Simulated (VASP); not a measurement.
# Rb (I4/mmm) in VASP: further runs

The runs below take Rb through single point, with PBEsol.

All numbers are computed with VASP 6.6.1; they aren't measurements. Logs are shortened: lines on timing, memory, paths and dates and some standing lists are left out, and cuts for length are marked.

## Step 1: The cell of the first run

The structure is tetragonal, space group I4/mmm (No. 139). The conventional cell has a = 5.612 Å, b = 5.612 Å, c = 5.556 Å, α = 90.00°, β = 90.00°, γ = 90.00°.

## Step 2: Single point, PBEsol (zz strain of -1 %)

The input, INCAR:

```
ALGO = Normal
EDIFF = 1E-7
ENCUT = 520
GGA = PS
ISIF = 2
ISMEAR = -1
LASPH = True
LCHARG = False
LREAL = False
LWAVE = False
NBANDS = 10
NELM = 100
PREC = Accurate
SIGMA = 0.05
```

The input, KPOINTS:

```
k-points
0
Gamma
  8 8 8
```

The input, POSCAR:

```
Rb
1.0
   -2.8060000000      2.8060000000      2.7779400000
    2.8060000000     -2.8060000000      2.7779400000
    2.8060000000      2.8060000000     -2.7779400000
Rb
1
Direct
    0.0000000000      0.0000000000      0.0000000000
```

Potentials or basis: VASP PAW PBE potentials, release 64 (Rb_sv).

Started as:

```
cat potpaw_PBE.64/Rb_sv/POTCAR > POTCAR
mpirun -np 1 vasp_std > vasp.out
```

OUTCAR:

```text
EDIFF = 1E-7
   ENCUT = 520
   GGA = PS
   ISIF = 2
   ISMEAR = -1
   LASPH = True
   LREAL = False
   NELM = 100
   PREC = Accurate

 ion  position               nearest neighbor table
   1  0.000  0.000  0.000-

  LATTYP: Found a body centered tetragonal cell.
 ALAT       =     5.6120000000
 C/A-ratio  =     0.9900000000

  Lattice vectors:

 A1 = (  -2.8060000000,   2.8060000000,   2.7779400000)
 A2 = (   2.8060000000,  -2.8060000000,   2.7779400000)
 A3 = (   2.8060000000,   2.8060000000,  -2.7779400000)

Analysis of symmetry for initial positions (statically):
=====================================================================
 Subroutine PRICEL returns:
 Original cell was already a primitive cell.

 Routine SETGRP: Setting up the symmetry group for a
 body centered tetragonal supercell.

 Subroutine GETGRP returns: Found 16 space group operations
 (whereof 16 operations were pure point group operations)
 out of a pool of 16 trial point group operations.

The static configuration has the point symmetry D_4h.

Analysis of symmetry for dynamics (positions and initial velocities):
=====================================================================
 Subroutine PRICEL returns:
 Original cell was already a primitive cell.

 Routine SETGRP: Setting up the symmetry group for a
 body centered tetragonal supercell.

 Subroutine GETGRP returns: Found 16 space group operations
 (whereof 16 operations were pure point group operations)
 out of a pool of 16 trial point group operations.

The dynamic configuration has the point symmetry D_4h.

 Subroutine INISYM returns: Found 16 space group operations
 (whereof 16 operations are pure point group operations),
 and found     1 'primitive' translations

----------------------------------------------------------------------------------------

                                     Primitive cell

  volume of cell :      87.4900

  direct lattice vectors                    reciprocal lattice vectors
    -2.806000000  2.806000000  2.777940000     0.000000000  0.178189594  0.179989489
     2.806000000 -2.806000000  2.777940000     0.178189594  0.000000000  0.179989489
     2.806000000  2.806000000 -2.777940000     0.178189594  0.178189594  0.000000000

  length of vectors
     4.843988299  4.843988299  4.843988299     0.253274056  0.253274056  0.251998140

  position of ions in fractional coordinates (direct lattice)
     0.000000000  0.000000000  0.000000000

  ion indices of the primitive-cell ions
   primitive index   ion index
                 1           1

----------------------------------------------------------------------------------------

 KPOINTS: k-points

Automatic generation of k-mesh.
 Grid dimensions read from file:
 generate k-points for:    8    8    8

 Generating k-lattice:

  Cartesian coordinates                     Fractional coordinates (reciprocal lattice)
     0.000000000  0.022273699  0.022498686     0.125000000 -0.000000000  0.000000000
     0.022273699  0.000000000  0.022498686    -0.000000000  0.125000000  0.000000000
     0.022273699  0.022273699  0.000000000     0.000000000  0.000000000  0.125000000

  Length of vectors
     0.031659257  0.031659257  0.031499768

  Shift w.r.t. Gamma in fractional coordinates (k-lattice)
     0.000000000  0.000000000  0.000000000

 Subroutine IBZKPT returns following result:
 ===========================================

 Found     59 irreducible k-points:

 Following reciprocal coordinates:
            Coordinates               Weight
  0.000000  0.000000  0.000000      1.000000
  0.125000  0.000000  0.000000      8.000000
  0.250000  0.000000  0.000000      8.000000
  0.375000  0.000000  0.000000      8.000000
  0.500000  0.000000  0.000000      4.000000
  0.125000  0.125000  0.000000      8.000000
[... 16 lines left out ...]
  0.250000  0.125000  0.125000     16.000000
  0.375000  0.125000  0.125000      8.000000
 [... further k-points ...]
   k-points           NKPTS =     59   k-points in BZ     NKDIM =     59   number of bands    NBANDS=     10
   number of dos      NEDOS =    301   number of ions     NIONS =      1
   total plane-waves  NPLWV =  46656
   dimension x,y,z NGX =    36 NGY =   36 NGZ =   36
   dimension x,y,z NGXF=    72 NGYF=   72 NGZF=   72
   ions per type =               1
   NGX,Y,Z   is equivalent  to a cutoff of  12.36, 12.36, 12.36 a.u.
   NGXF,Y,Z  is equivalent  to a cutoff of  24.71, 24.71, 24.71 a.u.
 SYSTEM =  unknown system
   PREC   = accura    normal or accurate (medium, high low for compatibility)
   ISTART =      0    job   : 0-new  1-cont  2-samecut
   ICHARG =      2    charge: 1-file 2-atom 10-const
   ISPIN  =      1    spin polarized calculation?
   LNONCOLLINEAR =      F non collinear calculations
   LSORBIT =      F    spin-orbit coupling
   LASPH  =      T    aspherical Exc in radial PAW
   ENCUT  =  520.0 eV  38.22 Ry    6.18 a.u.   9.01  9.01  9.01*2*pi/ulx,y,z
   NELM   =    100;   NELMIN=  2; NELMDL= -5     # of ELM steps
   EDIFF  = 0.1E-06   stopping-criterion for ELM
   LREAL  =      F    real-space projection
   EDIFFG = 0.1E-05   stopping-criterion for IOM
   NSW    =      0    number of steps for IOM
   IBRION =     -1    ionic relax: 0-MD 1-quasi-New 2-CG
   NFREE  =      0    steps in history (QN), initial steepest desc. (CG)
   ISIF   =      2    stress and relaxation
   ISYM   =      2    0-nonsym 1-usesym 2-fastsym
   POTIM  = 0.5000    time-step for ionic-motion
   TEBEG  =    0.0;   TEEND  =   0.0 temperature during run
   PSTRESS=    0.0 pullay stress
   NELECT =       9.0000    total number of electrons
   NUPDOWN=      -1.0000    fix difference up-down
   EMIN   =  10.00;   EMAX   =-10.00  energy-range for DOS
   EFERMI =   0.00;   METHOD = LEGACY
   ISMEAR =    -1;   SIGMA  =   0.05  broadening in eV -4-tet -1-fermi 0-gaus
   EFERMI_NEDOS =   21; number of points for ismear=-14 and -15
   IALGO  =     38    algorithm
   IMIX   =      4    mixing-type and parameters
     AMIX     =   0.40;   BMIX     =  1.00
     AMIX_MAG =   1.60;   BMIX_MAG =  1.00
  volume/ion in A,a.u.               =      87.49       590.41
  Fermi-wavevector in a.u.,A,eV,Ry     =   0.767072  1.449556  8.005666  0.588400
  Thomas-Fermi vector in A             =   1.867549
   LORBIT       =      0    0 simple, 1 ext, 2 COOP (PROOUT), +10 PAW based schemes
   GGA     = PS    functional components
   LHFCALC =     F    Hartree Fock is set to
   AEXX    =    0.0000 exact exchange contribution
   IVDW    =     0    specifies the selected vdW correction
   LEPSILON=     F    determine dielectric tensor
   LRPA    =     F    only Hartree local field effects (RPA)
 non-spin polarized calculation
  energy-cutoff  :      520.00
  volume of cell :       87.49
 maximum number of plane-waves:      2382
   NGX = 19   NGY = 19   NGZ = 19

 number of electron       9.0000000 magnetization

 Free energy of the ion-electron system (eV)
  ---------------------------------------------------
  ext. energy  EPLUGINS =         0.00000000
  ---------------------------------------------------
  free energy    TOTEN  =        -1.02364081 eV

  energy without entropy =       -1.01294691  energy(sigma->0) =       -1.01829386

 E-fermi :   0.0535     XC(G=0):  -5.6195

 val. band max:        0.0255512664   @ k =   0.2500   0.2500   0.0000
 cond. band min:       0.0995768351   @ k =   0.5000   0.3750  -0.0000
 fundamental gap:      0.0740255687
 Fermi energy:         0.0535316851

 k-point     1 :       0.0000    0.0000    0.0000
  band No.  band energies     occupation
      1     -28.8014      2.00000
      2     -12.8442      2.00000
      3     -12.8442      2.00000
      4     -12.8442      2.00000
      5      -1.9947      2.00000
      6       3.7150      0.00000
      7       3.7677      0.00000
      8       3.7677      0.00000
      9       4.6878      0.00000
     10       4.7616      0.00000

 k-point     2 :       0.1250    0.0000    0.0000
  band No.  band energies     occupation
      1     -28.8006      2.00000
      2     -12.8608      2.00000
      3     -12.8497      2.00000
      4     -12.8442      2.00000
      5      -1.8037      2.00000
      6       3.4400      0.00000
      7       3.4914      0.00000
      8       3.9200      0.00000
      9       4.4752      0.00000
     10       4.6489      0.00000

 k-point     3 :       0.2500    0.0000    0.0000
  band No.  band energies     occupation
      1     -28.7988      2.00000
      2     -12.9003      2.00000
      3     -12.8628      2.00000
      4     -12.8444      2.00000
      5      -1.2596      2.00000
      6       2.5290      0.00000
      7       3.0516      0.00000
      8       4.4386      0.00000
      9       4.5592      0.00000
     10       4.6310      0.00000

 k-point     4 :       0.3750    0.0000    0.0000
  band No.  band energies     occupation
      1     -28.7970      2.00000
      2     -12.9389      2.00000
      3     -12.8758      2.00000
      4     -12.8445      2.00000
      5      -0.4538      1.99992
      6       1.5802      0.00000
      7       2.7237      0.00000
      8       4.5502      0.00000
      9       4.8409      0.00000
     10       5.2574      0.00000

 k-point     5 :       0.5000    0.0000    0.0000
  band No.  band energies     occupation
      1     -28.7962      2.00000
      2     -12.9547      2.00000
      3     -12.8812      2.00000
      4     -12.8446      2.00000
      5       0.2671      0.02754
      6       0.8501      0.00000
      7       2.6073      0.00000
      8       4.3900      0.00000
      9       5.2925      0.00000
     10       5.3789      0.00000

 k-point     6 :       0.1250    0.1250    0.0000
  band No.  band energies     occupation
      1     -28.7993      2.00000
      2     -12.8881      2.00000
      3     -12.8558      2.00000
      4     -12.8484      2.00000
      5      -1.4335      2.00000
      6       2.8908      0.00000
      7       3.0670      0.00000
      8       4.2287      0.00000
      9       4.3017      0.00000
     10       4.8936      0.00000
[... 183 lines left out ...]
 k-point    21 :       0.5000    0.5000    0.0000
  band No.  band energies     occupation
      1     -28.7963      2.00000
      2     -12.9549      2.00000
      3     -12.8803      2.00000
      4     -12.8437      2.00000
      5       0.2489      0.03938
      6       0.8262      0.00000
      7       2.6623      0.00000
      8       4.3524      0.00000
      9       5.3373      0.00000
     10       5.3397      0.00000

 k-point    22 :       0.1250    0.1250    0.1250
  band No.  band energies     occupation
      1     -28.7980      2.00000
      2     -12.9167      2.00000
      3     -12.8577      2.00000
      4     -12.8573      2.00000
      5      -0.9169      2.00000
      6       2.4054      0.00000
      7       2.4298      0.00000
      8       4.4988      0.00000
      9       4.8706      0.00000
     10       4.8972      0.00000

 k-point    23 :       0.2500    0.1250    0.1250
  band No.  band energies     occupation
      1     -28.7967      2.00000
      2     -12.9341      2.00000
      3     -12.8779      2.00000
      4     -12.8594      2.00000
      5      -0.1267      1.94705
      6       1.6797      0.00000
      7       2.1359      0.00000
      8       4.1397      0.00000
      9       5.0898      0.00000
     10       5.2335      0.00000

 k-point    24 :       0.3750    0.1250    0.1250
  band No.  band energies     occupation
      1     -28.7961      2.00000
      2     -12.9380      2.00000
      3     -12.8896      2.00000
      4     -12.8601      2.00000
      5       0.6598      0.00001
      6       0.9615      0.00000
      7       2.0456      0.00000
      8       3.8009      0.00000
      9       5.2556      0.00000
     10       5.4331      0.00000

 [... further k-points ...]

------------------------ aborting loop because EDIFF is reached ----------------------------------------

  FORCE on cell =-STRESS in cart. coord.  units (eV):
  Direction    XX          YY          ZZ          XY          YZ          ZX
  --------------------------------------------------------------------------------------
  -------------------------------------------------------------------------------------
  Total       -0.0143455     -0.0143455     -0.0162618      0.0000000      0.0000000      0.0000000
  in kB       -0.2627053     -0.2627053     -0.2977982      0.0000000      0.0000000      0.0000000
  external PRESSURE =      -0.2744029 kB  Pullay stress =       0.0000000 kB

 VOLUME and BASIS-vectors are now :
 -----------------------------------------------------------------------------
  energy-cutoff  :      520.00
  volume of cell :       87.49
      direct lattice vectors                 reciprocal lattice vectors
    -2.806000000  2.806000000  2.777940000     0.000000000  0.178189594  0.179989489
     2.806000000 -2.806000000  2.777940000     0.178189594  0.000000000  0.179989489
     2.806000000  2.806000000 -2.777940000     0.178189594  0.178189594  0.000000000

 POSITION                                       TOTAL-FORCE (eV/Angst)
 -----------------------------------------------------------------------------------
      0.00000      0.00000      0.00000         0.000000     -0.000000     -0.000000
 -----------------------------------------------------------------------------------
    total drift:                               -0.000000      0.000000      0.000000

  FREE ENERGIE OF THE ION-ELECTRON SYSTEM (eV)
  ---------------------------------------------------
  free  energy   TOTEN  =        -1.0236408144 eV

  energy  without entropy=       -1.0129469088  energy(sigma->0) =       -1.01829386
```

Wall time 12 s (1 thread of Intel Xeon 6975P-C (Granite Rapids), shared host); peak memory 0.22 GiB.

Results:

```yaml
Free_energy: -1.0236 eV
Pressure: 0.0 GPa
```

Caveat: the cell differs from its parent crystal (zz strain of -1 %); the PAW data sets were made with another functional, which shifts forces and pressure a little.

## Step 3: Single point, PBEsol (zz strain of +1 %)

The input, INCAR:

```
SYSTEM = Rb
PREC = Accurate
ENCUT = 520
EDIFF = 1E-6
ISMEAR = -1
SIGMA = 0.05
LREAL = .FALSE.
LASPH = .TRUE.
NELM = 80
ALGO = Normal
ISIF = 2
LWAVE = .FALSE.
LCHARG = .FALSE.
GGA = PS
NBANDS = 10
```

The input, KPOINTS:

```
Automatic mesh
0
G
  8 8 8
  0 0 0
```

The input, POSCAR:

```
Rb
1.0
   -2.8060000000      2.8060000000      2.8340600000
    2.8060000000     -2.8060000000      2.8340600000
    2.8060000000      2.8060000000     -2.8340600000
Rb
1
Direct
    0.0000000000      0.0000000000      0.0000000000
```

Potentials or basis: VASP PAW PBE potentials, release 64 (Rb_sv).

Started as:

```
cat potpaw_PBE.64/Rb_sv/POTCAR > POTCAR
mpirun -np 1 vasp_std > vasp.out
```

Run time: 11 s. Hardware: 1 thread of Intel Xeon 6975P-C (Granite Rapids), shared host; peak memory 0.22 GiB.

It converged, with:

- Free energy: -1.0231 eV
- Pressure: -0.1 GPa

Levels at points of the mesh, in eV from the Fermi level:
```csv
k point,band 1,band 2,band 3,band 4,band 5,band 6,band 7,band 8,band 9
"(0.00, 0.00, 0.00)",-28.87,-12.91,-12.91,-12.91,-2.02,3.66,3.66,3.71,4.60
"(0.50, 0.00, 0.00)",-28.86,-13.01,-12.94,-12.91,0.21,0.77,2.59,4.27,5.22
"(0.50, 0.50, 0.00)",-28.86,-13.01,-12.95,-12.91,0.22,0.79,2.53,4.31,5.17
"(0.50, 0.50, 0.50)",-28.86,-12.99,-12.98,-12.98,1.22,1.25,3.21,3.30,3.30
```

Caveat: the cell differs from its parent crystal (zz strain of +1 %); the PAW data sets were made with another functional, which shifts forces and pressure a little.
